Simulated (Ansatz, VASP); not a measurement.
# Two plane-wave programs on ZnSe

```
Zn Se
1.0
     0.00000    3.13319    2.77716
     2.77716    0.00000    2.77716
     2.77716    3.13319    0.00000
Zn Se
1 1
Direct
  0.00000 0.00000 0.00000
  0.75000 0.75000 0.75000
```

Alike in both runs: task single point; functional PBE; k mesh 10 × 10 × 10; occupations gaussian, width 0.05 eV; no spin polarisation.

|  | VASP | Ansatz |
| --- | --- | --- |
| version | VASP 6.6.1 | Ansatz 0.2.0 |
| potentials or method | VASP PAW PBE potentials, release 64 (Zn, Se), cutoff 520 eV | scalar-relativistic, plane waves, PAW |
| valence electrons in the cell | 18 | 28 |

|  | VASP | Ansatz | Ansatz less VASP |
| --- | --- | --- | --- |
| gap on the k mesh at the Fermi level (eV) | 0.81 | 0.81 | -0.002 |
| least direct gap on the mesh (eV) | 0.81 | 0.81 | -0.002 |
| pressure (GPa) | -1.4 | -1.6 | -0.20 |
| traceless stress, the component that is largest in VASP (GPa) | -3.40 | -3.42 | -0.020 |

VASP's potentials hold 18 valence electrons a cell and Ansatz's 28, so a difference there can come from the potentials and not from the codes.
